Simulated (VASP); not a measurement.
Crystal: TlBr.

```
Tl Br
1.0
     3.94619    0.00000    0.00000
     0.00000    3.94619    0.00000
     0.00000    0.00000    3.94619
Tl Br
1 1
Direct
  0.00000 0.00000 0.00000
  0.50000 0.50000 0.50000
```

Base run:

```yaml
Program: VASP 6.6.1
Functional: HSE06
Potentials_or_basis: VASP PAW PBE potentials, release 64 (Tl_d, Br)
Cutoff: 400 eV
k_mesh: 4 × 4 × 4
Occupations: gaussian, width 0.01 eV
Spin: no spin polarisation
```

Its results: band gap on the k mesh 2.47 eV; pressure 1.6 GPa.

The run is repeated on the same cell with these changes: functional from HSE06 to PBE0. What comes out?

Band gap on the k mesh 3.14 eV; pressure 1.4 GPa.

Caveats: the PAW data sets were made with another functional, which shifts forces and pressure a little; spin-orbit coupling is left out, which moves the levels of the heavy elements.

A k mesh can miss the band edges.
